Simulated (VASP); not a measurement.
# Zr (I4_1/amd) in VASP: relaxation of cell and atoms with PBE

Aim: the relaxation of cell and atoms of Zr with PBE.

All numbers are computed with VASP 6.6.1; they aren't measurements. Logs are shortened: lines on timing, memory, paths and dates and some standing lists are left out, and cuts for length are marked.

## 1. The cell of the first run

The structure is tetragonal, space group I4_1/amd (No. 141). Conventional cell: a = 5.637 Å, b = 5.637 Å, c = 3.078 Å, α = 90.00°, β = 90.00°, γ = 90.00°. Zr (site symmetry -4m2) has 10 Zr at 2.92 to 3.64 Å within 3.8 Å.

## 2. Relaxation of cell and atoms, PBE

INCAR reads:

```
PREC = Accurate
ENCUT = 500
EDIFF = 1E-7
ISMEAR = -1
SIGMA = 0.1
LREAL = F
LASPH = T
NELM = 120
ALGO = Normal
ISIF = 3
LWAVE = F
LCHARG = F
GGA = PE
IBRION = 2
NSW = 80
EDIFFG = -0.01
ISYM = 0
GGA_COMPAT = F
NELMIN = 4
```

KPOINTS reads:

```
Automatic mesh
0
Gamma
  12 12 8
```

POSCAR reads:

```
Zr
1.0
   -2.8183043902      2.8183043902      1.5387941970
    2.8183043902     -2.8183043902      1.5387941970
    2.8183043902      2.8183043902     -1.5387941970
Zr
2
Direct
    0.0000000000      0.0000000000      0.0000000000
    0.7500000000      0.2500000000      0.5000000000
```

Potentials or basis: VASP PAW PBE potentials, release 64 (Zr_sv).

The run is started by

```sh
> cat potpaw_PBE.64/Zr_sv/POTCAR > POTCAR
> mpirun -np 1 vasp_std > vasp.out
```

OUTCAR:

```text
PREC = Accurate
   ENCUT = 500
   EDIFF = 1E-7
   ISMEAR = -1
   LREAL = F
   LASPH = T
   NELM = 120
   ISIF = 3
   GGA = PE
   IBRION = 2
   NSW = 80
   EDIFFG = -0.01
   ISYM = 0
   NELMIN = 4

 ion  position               nearest neighbor table
   1  0.000  0.000  0.000-   2 2.92   2 2.92   2 2.92   2 2.92   2 3.64   2 3.64   2 3.64   2 3.64

   2  0.750  0.250  0.500-   1 2.92   1 2.92   1 2.92   1 2.92   1 3.64   1 3.64   1 3.64   1 3.64

IMPORTANT INFORMATION: All symmetrisations will be switched off!
NOSYMM: (Re-)initialisation of all symmetry stuff for point group C_1.

----------------------------------------------------------------------------------------

                                     Primitive cell

  volume of cell :      48.8896

  direct lattice vectors                    reciprocal lattice vectors
    -2.818304390  2.818304390  1.538794197     0.000000000  0.177411639  0.324929741
     2.818304390 -2.818304390  1.538794197     0.177411639  0.000000000  0.324929741
     2.818304390  2.818304390 -1.538794197     0.177411639  0.177411639  0.000000000

  length of vectors
     4.272419321  4.272419321  4.272419321     0.370208355  0.370208355  0.250897945

  position of ions in fractional coordinates (direct lattice)
     0.000000000  0.000000000  0.000000000
     0.750000000  0.250000000  0.500000000

  ion indices of the primitive-cell ions
   primitive index   ion index
                 1           1
                 2           2

----------------------------------------------------------------------------------------

 KPOINTS: Automatic mesh

Automatic generation of k-mesh.
 Grid dimensions read from file:
 generate k-points for:   12   12    8

 Generating k-lattice:

  Cartesian coordinates                     Fractional coordinates (reciprocal lattice)
     0.000000000  0.014784303  0.027077478     0.083333333  0.000000000 -0.000000000
     0.014784303  0.000000000  0.027077478     0.000000000  0.083333333 -0.000000000
     0.022176455  0.022176455  0.000000000     0.000000000  0.000000000  0.125000000

  Length of vectors
     0.030850696  0.030850696  0.031362243

  Shift w.r.t. Gamma in fractional coordinates (k-lattice)
     0.000000000  0.000000000  0.000000000

 -----------------------------------------------------------------------------
|                                                                             |
|           W    W    AA    RRRRR   N    N  II  N    N   GGGG   !!!           |
|           W    W   A  A   R    R  NN   N  II  NN   N  G    G  !!!           |
|           W    W  A    A  R    R  N N  N  II  N N  N  G       !!!           |
|           W WW W  AAAAAA  RRRRR   N  N N  II  N  N N  G  GGG   !            |
|           WW  WW  A    A  R   R   N   NN  II  N   NN  G    G                |
|           W    W  A    A  R    R  N    N  II  N    N   GGGG   !!!           |
|                                                                             |
|     Your reciprocal lattice and k-lattice belong to different lattice       |
|     classes:                                                                |
|                                                                             |
|        The reciprocal lattice is body-centered tetragonal,                  |
|        whereas your k-lattice is base-centered monoclinic.                  |
|                                                                             |
|     Results are often still useful ...                                      |
|                                                                             |
 -----------------------------------------------------------------------------

 WARNING: IBZKPT: internal override: KBLOWUP is changed to .FALSE.
      ... skipping the blow-up phase ...

 Subroutine IBZKPT returns following result:
 ===========================================

 Found    580 irreducible k-points:

 Following reciprocal coordinates:
            Coordinates               Weight
  0.000000  0.000000  0.000000      1.000000
  0.083333 -0.000000  0.000000      2.000000
  0.166667  0.000000 -0.000000      2.000000
  0.250000  0.000000 -0.000000      2.000000
  0.333333  0.000000  0.000000      2.000000
  0.416667  0.000000 -0.000000      2.000000
[... 16 lines left out ...]
  0.250000  0.166667 -0.000000      2.000000
  0.333333  0.166667  0.000000      2.000000
 [... further k-points ...]
   k-points           NKPTS =    580   k-points in BZ     NKDIM =    580   number of bands    NBANDS=     16
   number of dos      NEDOS =    301   number of ions     NIONS =      2
   total plane-waves  NPLWV =  32768
   dimension x,y,z NGX =    32 NGY =   32 NGZ =   32
   dimension x,y,z NGXF=    64 NGYF=   64 NGZF=   64
   ions per type =               2
   NGX,Y,Z   is equivalent  to a cutoff of  12.45, 12.45, 12.45 a.u.
   NGXF,Y,Z  is equivalent  to a cutoff of  24.90, 24.90, 24.90 a.u.
 SYSTEM =  unknown system
   PREC   = accura    normal or accurate (medium, high low for compatibility)
   ISTART =      0    job   : 0-new  1-cont  2-samecut
   ICHARG =      2    charge: 1-file 2-atom 10-const
   ISPIN  =      1    spin polarized calculation?
   LNONCOLLINEAR =      F non collinear calculations
   LSORBIT =      F    spin-orbit coupling
   LASPH  =      T    aspherical Exc in radial PAW
   ENCUT  =  500.0 eV  36.75 Ry    6.06 a.u.   7.79  7.79  7.79*2*pi/ulx,y,z
   NELM   =    120;   NELMIN=  4; NELMDL= -5     # of ELM steps
   EDIFF  = 0.1E-06   stopping-criterion for ELM
   LREAL  =      F    real-space projection
   EDIFFG = -.1E-01   stopping-criterion for IOM
   NSW    =     80    number of steps for IOM
   IBRION =      2    ionic relax: 0-MD 1-quasi-New 2-CG
   NFREE  =      1    steps in history (QN), initial steepest desc. (CG)
   ISIF   =      3    stress and relaxation
   ISYM   =      0    0-nonsym 1-usesym 2-fastsym
   POTIM  = 0.5000    time-step for ionic-motion
   TEBEG  =    0.0;   TEEND  =   0.0 temperature during run
   PSTRESS=    0.0 pullay stress
   NELECT =      24.0000    total number of electrons
   NUPDOWN=      -1.0000    fix difference up-down
   EMIN   =  10.00;   EMAX   =-10.00  energy-range for DOS
   EFERMI =   0.00;   METHOD = LEGACY
   ISMEAR =    -1;   SIGMA  =   0.10  broadening in eV -4-tet -1-fermi 0-gaus
   EFERMI_NEDOS =   21; number of points for ismear=-14 and -15
   IALGO  =     38    algorithm
   IMIX   =      4    mixing-type and parameters
     AMIX     =   0.40;   BMIX     =  1.00
     AMIX_MAG =   1.60;   BMIX_MAG =  1.00
  volume/ion in A,a.u.               =      24.44       164.96
  Fermi-wavevector in a.u.,A,eV,Ry     =   1.291437  2.440462 22.691917  1.667809
  Thomas-Fermi vector in A             =   2.423207
   LORBIT       =      0    0 simple, 1 ext, 2 COOP (PROOUT), +10 PAW based schemes
   GGA     = PE    functional components
   LHFCALC =     F    Hartree Fock is set to
   AEXX    =    0.0000 exact exchange contribution
   IVDW    =     0    specifies the selected vdW correction
   LEPSILON=     F    determine dielectric tensor
   LRPA    =     F    only Hartree local field effects (RPA)
 conjugate gradient relaxation of ions
 non-spin polarized calculation
  energy-cutoff  :      500.00
  volume of cell :       48.89
 maximum number of plane-waves:      1258
   NGX = 15   NGY = 15   NGZ = 15

--------------------------------------- Ionic step        1  -------------------------------------------

 number of electron      24.0000000 magnetization

 Free energy of the ion-electron system (eV)
  ---------------------------------------------------
  ext. energy  EPLUGINS =         0.00000000
  ---------------------------------------------------
  free energy    TOTEN  =       -16.10427325 eV

  energy without entropy =      -16.00055723  energy(sigma->0) =      -16.05241524

------------------------ aborting loop because EDIFF is reached ----------------------------------------

  FORCE on cell =-STRESS in cart. coord.  units (eV):
  Direction    XX          YY          ZZ          XY          YZ          ZX
  --------------------------------------------------------------------------------------
  -------------------------------------------------------------------------------------
  Total       -0.8313972     -0.8313926     -0.6562511      0.0001832      0.0030765      0.0030800
  in kB      -27.2460051    -27.2458538    -21.5062310      0.0060042      0.1008207      0.1009362
  external PRESSURE =     -25.3326966 kB  Pullay stress =       0.0000000 kB

 VOLUME and BASIS-vectors are now :
 -----------------------------------------------------------------------------
  energy-cutoff  :      500.00
  volume of cell :       48.89
      direct lattice vectors                 reciprocal lattice vectors
    -2.818304390  2.818304390  1.538794197     0.000000000  0.177411639  0.324929741
     2.818304390 -2.818304390  1.538794197     0.177411639  0.000000000  0.324929741
     2.818304390  2.818304390 -1.538794197     0.177411639  0.177411639  0.000000000
[... 109 lines left out ...]
 POSITION                                       TOTAL-FORCE (eV/Angst)
 -----------------------------------------------------------------------------------
      0.00018      5.55936      0.00056        -0.000534      0.000533      0.000000
      0.00008      2.77985      0.76425         0.000534     -0.000533     -0.000000
 -----------------------------------------------------------------------------------
    total drift:                               -0.000000      0.000000      0.000000

  FREE ENERGIE OF THE ION-ELECTRON SYSTEM (eV)
  ---------------------------------------------------
  free  energy   TOTEN  =       -16.1183113888 eV

  energy  without entropy=      -16.0180702786  energy(sigma->0) =      -16.06819083

--------------------------------------- Ionic step        5  -------------------------------------------

 number of electron      24.0000000 magnetization

 Free energy of the ion-electron system (eV)
  ---------------------------------------------------
  ext. energy  EPLUGINS =         0.00000000
  ---------------------------------------------------
  free energy    TOTEN  =       -16.11842209 eV

  energy without entropy =      -16.01839771  energy(sigma->0) =      -16.06840990

 E-fermi :   8.4250     XC(G=0): -10.9672

 val. band max:        8.4235554923   @ k =  -0.1667  -0.3333   0.2500
 cond. band min:       8.4304201400   @ k =  -0.3333   0.0000   0.3750
 fundamental gap:      0.0068646477
 Fermi energy:         8.4250469501

 k-point     1 :       0.0000    0.0000    0.0000
  band No.  band energies     occupation
      1     -40.1375      2.00000
      2     -39.8067      2.00000
      3     -18.6029      2.00000
      4     -18.6029      2.00000
      5     -17.5892      2.00000
      6     -17.5730      2.00000
[... 8 lines left out ...]
     15      11.6372      0.00000
     16      11.6969      0.00000
[... 419 lines left out ...]
 k-point    24 :       0.3333    0.1667    0.0000
  band No.  band energies     occupation
      1     -39.9653      2.00000
      2     -39.8207      2.00000
      3     -18.5909      2.00000
      4     -18.4362      2.00000
      5     -18.3361      2.00000
      6     -18.1282      2.00000
[... 8 lines left out ...]
     15      10.3056      0.00000
     16      12.1081      0.00000

 [... further k-points ...]

------------------------ aborting loop because EDIFF is reached ----------------------------------------

  FORCE on cell =-STRESS in cart. coord.  units (eV):
  Direction    XX          YY          ZZ          XY          YZ          ZX
  --------------------------------------------------------------------------------------
  -------------------------------------------------------------------------------------
  Total       -0.0032510     -0.0032501      0.0090587      0.0019519      0.0011212      0.0011218
  in kB       -0.1103003     -0.1102701      0.3073424      0.0662240      0.0380388      0.0380603
  external PRESSURE =       0.0289240 kB  Pullay stress =       0.0000000 kB

 VOLUME and BASIS-vectors are now :
 -----------------------------------------------------------------------------
  energy-cutoff  :      500.00
  volume of cell :       47.22
      direct lattice vectors                 reciprocal lattice vectors
    -2.776398783  2.776832122  1.531202435    -0.000053221  0.180022142  0.326515266
     2.776832218 -2.776398817  1.531202675     0.180022126 -0.000053207  0.326515258
     2.776599901  2.776599934 -1.530408372     0.180062312  0.180062314 -0.000050962

 POSITION                                       TOTAL-FORCE (eV/Angst)
 -----------------------------------------------------------------------------------
      0.00028      5.55335      0.00079        -0.001319      0.001319      0.000000
      0.00013      2.77690      0.76600         0.001319     -0.001319     -0.000000
 -----------------------------------------------------------------------------------
    total drift:                               -0.000000      0.000000     -0.000000

  FREE ENERGIE OF THE ION-ELECTRON SYSTEM (eV)
  ---------------------------------------------------
  free  energy   TOTEN  =       -16.1184220892 eV

  energy  without entropy=      -16.0183977083  energy(sigma->0) =      -16.06840990

 reached required accuracy - stopping structural energy minimisation
```

Run time: 23 min. Hardware: 1 thread of Intel Xeon 6975P-C (Granite Rapids), shared host; peak memory 0.49 GiB.

What came out:

| Property | Result |
| --- | --- |
| Free energy | -16.1184 eV |
| Relaxed volume | 23.61 Å³/atom |
| Relaxed cell | a = 4.215 Å, b = 4.215 Å, c = 4.214 Å, α = 97.58°, β = 97.58°, γ = 137.39° |
| Space group after relaxing (to 0.1 Å) | I4_1/amd (No. 141) |
| Energy gained by relaxing | 7.1 meV/atom |
| Ionic steps | 5 |
| Pressure after relaxing | 0.0 GPa |
| Band gap on the k mesh | zero (bands 12 and 13 overlap by 0.88 eV) |

Step by step:
```tsv
step	energy change (eV)	largest force (eV/Å)	pressure (GPa)	volume (Å³)
1	0.0000	0.0019	-2.53	48.89
2	-0.0081	0.0002	1.81	46.21
3	-0.0137	0.0006	0.03	47.23
4	-0.0140	0.0008	0.01	47.22
5	-0.0141	0.0019	0.00	47.22
```

Final structure:
```
CELL_PARAMETERS angstrom
-2.77640 2.77683 1.53120
2.77683 -2.77640 1.53120
2.77660 2.77660 -1.53041
ATOMIC_POSITIONS crystal
Zr 0.99999 0.00001 0.00000
Zr 0.75001 0.24999 0.50000
```
